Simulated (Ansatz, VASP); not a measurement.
# Two plane-wave programs on VH4N2F2

Contents of POSCAR:

```
VH4N2F2
1.0
    0.0000000000      3.0797603000      0.0000000000
    5.0684668100     -1.5398801500      0.0000000000
    1.2941571900      0.0000000000     -4.6001205100
V F N H
1 2 2 4
Direct
    0.0000000000      0.0000000000      0.0000000000
    0.8812000000      0.7624000000      0.7537000000
    0.1188000000      0.2376000000      0.2463000000
    0.6067000000      0.2134000000      0.7706000000
    0.3933000000      0.7866000000      0.2294000000
    0.6100000000      0.2200000000      0.5660000000
    0.3900000000      0.7800000000      0.4340000000
    0.7010000000      0.4020000000      0.7762000000
    0.2990000000      0.5980000000      0.2238000000
```

The input INCAR.step1:

```
SYSTEM = VH4N2F2
PREC     = Accurate       ! precision mode
ENCUT    = 520            ! plane-wave cutoff, eV
ISMEAR   = -1             ! smearing method
SIGMA    = 0.1            ! smearing width, eV
LREAL    = .False.        ! projectors in reciprocal space
LASPH    = .True.         ! aspherical terms in the spheres
NELM     = 80             ! most SCF steps
NBANDS   = 30             ! bands
GGA      = PE             ! functional
ALGO     = Normal         ! electronic algorithm
EDIFF    = 1E-4           ! SCF threshold, eV
LWAVE    = .True.         ! write WAVECAR
LCHARG   = .False.        ! write CHGCAR
```

File INCAR.step2:

```
SYSTEM = VH4N2F2
PREC     = Accurate       ! precision mode
ENCUT    = 520            ! plane-wave cutoff, eV
EDIFF    = 1E-6           ! SCF threshold, eV
ISMEAR   = -1             ! smearing method
SIGMA    = 0.1            ! smearing width, eV
LREAL    = .False.        ! projectors in reciprocal space
LASPH    = .True.         ! aspherical terms in the spheres
NELM     = 80             ! most SCF steps
ALGO     = Normal         ! electronic algorithm
ISIF     = 2              ! what is computed and relaxed
LWAVE    = .False.        ! write WAVECAR
LCHARG   = .False.        ! write CHGCAR
METAGGA  = R2SCAN         ! meta-GGA
LMIXTAU  = .True.       
NBANDS   = 30             ! bands
ISTART   = 1
```

KPOINTS

```
regular mesh
0
Gamma
  6 6 4
  0 0 0
```

Input for Ansatz:

```yaml
crystal:
  lattice:
    - [0.0, 3.0797603, 0.0]
    - [5.06846681, -1.53988015, 0.0]
    - [1.29415719, 0.0, -4.60012051]
  atoms:
    - { symbol: V, position: [0.0, 0.0, 0.0] }
    - { symbol: F, position: [0.8812, 0.7624, 0.7537] }
    - { symbol: F, position: [0.1188, 0.2376, 0.2463] }
    - { symbol: "N", position: [0.6067, 0.2134, 0.7706] }
    - { symbol: "N", position: [0.3933, 0.7866, 0.2294] }
    - { symbol: H, position: [0.61, 0.22, 0.566] }
    - { symbol: H, position: [0.39, 0.78, 0.434] }
    - { symbol: H, position: [0.701, 0.402, 0.7762] }
    - { symbol: H, position: [0.299, 0.598, 0.2238] }
  symmetry: { tolerance: 0.0003 }
kpoints:
  mp_grid: { grid: [6, 6, 4], shift: [0, 0, 0] }
magnetization:
  spin_polarized: false
scf:
  occupations: { method: fermi_dirac }
hamiltonian:
  pseudopotentials: { kind: paw }
  xc: r2scan
basis:
  ecutwfc: 500
output:
  forces: true
  stress: true
  eigenvalues: true
  write_density: true
  write_potential: true
  elf: true
  volumetric_format: npy
```

Alike in both runs: task single point; functional r2SCAN; k mesh 6 × 6 × 4; no spin polarisation.

|  | VASP | Ansatz |
| --- | --- | --- |
| version | VASP 6.6.1 | Ansatz 0.2.0 |
| potentials or method | VASP PAW PBE potentials, release 64 (V_sv, F, N, H), cutoff 520 eV | PAW plane waves |
| occupations | fermi-dirac, width 0.1 eV | fermi-dirac |
| valence electrons in the cell | 41 | 41 |

```csv
,VASP,Ansatz,Ansatz less VASP
gap on the k mesh at the Fermi level (eV),none,none,-
pressure (GPa),6.4,6.1,-0.30
"traceless stress, the component that is largest in VASP (GPa)",-12.09,-11.54,+0.552
rms of the force components (eV/Å),1.299,1.266,-0.0337
```

VASP's potentials were made for PBE, not for r2SCAN. Atom by atom the forces differ by 0.063 eV/Å (rms over components). A gap of «none» marks a metal or a gap that the smearing closes.
